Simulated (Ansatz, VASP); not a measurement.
# One calculation of Ru, two programs

INCAR

```
PREC     = Accurate       # precision mode
ENCUT    = 520            # plane-wave cutoff, eV
EDIFF    = 1E-6           # SCF threshold, eV
ISMEAR   = 0              # smearing method
SIGMA    = 0.15           # smearing width, eV
LREAL    = F              # projectors in reciprocal space
LASPH    = T              # aspherical terms in the spheres
NELM     = 100            # most SCF steps
ALGO     = Fast           # electronic algorithm
ISIF     = 2              # what is computed and relaxed
LWAVE    = F              # write WAVECAR
LCHARG   = F              # write CHGCAR
GGA      = PE             # functional
NBANDS   = 13             # bands
```

The input KPOINTS:

```
regular mesh
0
Gamma
  22 22 22
```

POSCAR

```
Ru
1.0
    0.0000000000      2.2810186655      1.4352169443
    2.2810186655      0.0000000000      1.4352169443
    2.2810186655      2.2810186655      0.0000000000
Ru
1
Direct
    0.0000000000      0.0000000000      0.0000000000
```

Input for Ansatz:

```yaml
crystal:
  lattice:
    - [0.0, 2.2810186655, 1.4352169443]
    - [2.2810186655, 0.0, 1.4352169443]
    - [2.2810186655, 2.2810186655, 0.0]
  atoms:
    - { symbol: Ru, position: [0.0, 0.0, 0.0] }
basis:
  ecutwfc: 420
kpoints:
  mp_grid: { grid: [22, 22, 22] }
hamiltonian:
  xc: pbe
scf:
  occupations: { method: gaussian, width: 0.15 }
output:
  forces: true
  stress: true
  eigenvalues: true
```

Alike in both runs: task single point; functional PBE; k mesh 22 × 22 × 22; occupations gaussian, width 0.15 eV; no spin polarisation.

```csv
,VASP,Ansatz
version,VASP 6.6.1,Ansatz 0.2.0
potentials or method,"VASP PAW PBE potentials, release 64 (Ru_pv), cutoff 520 eV","scalar-relativistic, plane waves, PAW"
valence electrons in the cell,14,16
```

VASP gave:

| Quantity | Value |
| --- | --- |
| gap on the k mesh at the Fermi level (eV) | none |
| pressure (GPa) | -12.2 |
| traceless stress, the component that is largest in VASP (GPa) | -6.10 |

Problem. Which values does Ansatz return?

Solution. gap on the k mesh at the Fermi level (eV): none; pressure (GPa): -12.1; traceless stress, the component that is largest in VASP (GPa): -6.11.

A gap of «none» marks a metal or a gap that the smearing closes. VASP's potentials hold 14 valence electrons a cell and Ansatz's 16, so a difference there can come from the potentials and not from the codes.
